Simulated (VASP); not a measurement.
Crystal: PbS.

```
CELL_PARAMETERS angstrom
4.00621 0.00000 0.00000
-2.00311 3.46948 0.00000
0.00000 0.00000 3.71084
ATOMIC_POSITIONS crystal
Pb 0.00000 0.00000 0.00000
S 0.66667 0.33333 0.50000
```

This cell differs from its parent crystal: volume scaled by 0.94.

Program: VASP 6.6.1. Alike in all runs: task single point; no spin polarisation; cell as given; k mesh 8 × 8 × 7; cutoff (eV) 520; smearing fermi-dirac 0.05 eV.

Question: Order these runs on this cell by their pressure, lowest first.
A. level PBE; potentials or basis VASP PAW PBE potentials, release 64 (Pb_d, S)
B. level LDA; potentials or basis VASP PAW LDA potentials, release 64 (Pb_d, S)
C. level PBEsol; potentials or basis VASP PAW PBE potentials, release 64 (Pb_d, S)

Answer: B (-1.4 GPa), C (0.2 GPa), A (3.3 GPa).

Caveats: the PAW data sets were made with another functional, which shifts forces and pressure a little (some runs).
